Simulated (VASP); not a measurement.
A run of VASP 6.6.1 is set up as follows.

The input INCAR:

```
SYSTEM = Fe
  PREC = Accurate
  ENCUT = 520
  EDIFF = 1E-6
  ISMEAR = 0
  SIGMA = 0.15
  LREAL = .False.
  LASPH = .True.
  NELM = 150
  ALGO = Normal
  ISIF = 2
  LWAVE = .False.
  LCHARG = .False.
  ISPIN = 2
  MAGMOM = 2.44
  LORBIT = 11
  LMAXMIX = 4
  GGA = PE
  NBANDS = 14
```

The input KPOINTS:

```
Automatic mesh
0
Gamma
  12 12 12
  0 0 0
```

Contents of POSCAR:

```
Fe
1.0
   -1.3588431573      1.3588431573      1.5778886743
    1.3588431573     -1.3588431573      1.5778886743
    1.3588431573      1.3588431573     -1.5778886743
Fe
1
Direct
    0.0000000000      0.0000000000      0.0000000000
```

Potentials or basis: VASP PAW PBE potentials, release 64 (Fe).

Launch:

```sh
$ cat potpaw_PBE.64/Fe/POTCAR > POTCAR
$ mpirun -np 1 vasp_std > vasp.out
```

(1) Estimate the net moment.

(2) What does it give for the pressure?

## Answers

(1) 2.27 μB per cell.

(2) -2.6 GPa.
